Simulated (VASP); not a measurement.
TaN, 4 atoms in the cell. Symmetry: P6_3mc, No. 186, hexagonal system. Conventional cell: a = 3.050 Å, b = 3.050 Å, c = 5.088 Å, α = 90.00°, β = 90.00°, γ = 120.00°. Within 2.5 Å of Ta (site symmetry 3m) lie 4 N at 1.86 to 1.96 Å. N (site symmetry 3m) has 4 Ta at 1.86 to 1.96 Å within 2.5 Å.  This cell differs from its parent crystal: zz strain of +3 %.

```yaml
Program: VASP 6.6.1
Task: single point
Functional: PBE
Potentials_or_basis: VASP PAW PBE potentials, release 64 (Ta_pv, N)
Cutoff: 520 eV
k_mesh: 9 × 9 × 5
Occupations: fermi-dirac, width 0.01 eV
Spin: no spin polarisation
Dipole_correction: no
Further_INCAR_settings: ALGO = Normal; EDIFF = 1e-07; NBANDS = 24
```

Potentials or basis: VASP PAW PBE potentials, release 64 (Ta_pv, N).

Launch:

```console
$ cat potpaw_PBE.64/Ta_pv/POTCAR potpaw_PBE.64/N/POTCAR > POTCAR
$ mpirun -np 1 vasp_std > vasp.out
```

Hardware: 1 thread of Intel(R) Xeon(R) 6975P-C (Granite Rapids), on a shared host.

How long does it take, and how much memory?

Wall time 14 s on 1 thread of Intel(R) Xeon(R) 6975P-C (Granite Rapids), on a shared host, peak memory 0.17 GiB. Counts: scf iterations 14, k points 36.
